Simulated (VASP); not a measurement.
Wanted: the native input for a VASP 6.6.1 run.

```yaml
Task: relaxation of cell and atoms
Functional: BLYP
Dispersion: D4
Potentials_or_basis: VASP PAW PBE potentials, release 64 (Si)
Cutoff: 600 eV
k_mesh: 11 × 11 × 11
Occupations: fermi-dirac, width 0.05 eV
Spin: no spin polarisation
Dipole_correction: no
Further_INCAR_settings: ALGO = Normal; EDIFF = 1e-06; IBRION = 2; EDIFFG = -0.01; NSW = 60; ISIF = 3
```

The structure of Si lies in POSCAR:

```
Si
1.0
   -2.3713723045      2.3713723045      1.3292653899
    2.3713723045     -2.3713723045      1.3292653899
    2.3713723045      2.3713723045     -1.3292653899
Si
2
Direct
    0.5000000000      0.5000000000      0.0000000000
    0.2500000000      0.7500000000      0.5000000000
```

These files were run (other wordings do the same):

INCAR

```
AGGAC = 1.0
AGGAX = 1.0
ALDAC = 0.0
ALDAX = 1.0
ALGO = Normal
EDIFF = 1E-6
EDIFFG = -0.01
ENCUT = 600
GGA = B5
IBRION = 2
ISIF = 3
ISMEAR = -1
IVDW = 13
LASPH = True
LCHARG = False
LREAL = False
LWAVE = False
NELM = 60
NSW = 60
PREC = Accurate
SIGMA = 0.05
VDW_A1 = 0.44488865
VDW_A2 = 4.0933009
VDW_S6 = 1.0
VDW_S8 = 2.34076671
```

KPOINTS

```
k-points
0
Gamma
  11 11 11
```

Potentials or basis: VASP PAW PBE potentials, release 64 (Si).

Launch:

```console
$ cat potpaw_PBE.64/Si/POTCAR > POTCAR
$ mpirun -np 1 vasp_std > vasp.out
```

Results of the run:

* Relaxed volume: 15.28 Å³/atom
* Relaxed cell: a = 3.634 Å, b = 3.634 Å, c = 3.634 Å, α = 97.79°, β = 97.79°, γ = 136.81°
* Space group after relaxing (to 0.1 Å): I4_1/amd (No. 141)
* Energy gained by relaxing: 2.3 meV/atom
* Ionic steps: 3
* Pressure after relaxing: 0.0 GPa
* Band gap on the k mesh: zero (bands 4 and 5 overlap by 5.80 eV)
* Dispersion energy per atom: -0.819 eV

Caveat: the PAW data sets were made with another functional, which shifts forces and pressure a little.

Wall time 120 s on 1 thread of Intel Xeon 8259CL, on a shared host, peak memory 0.18 GiB.
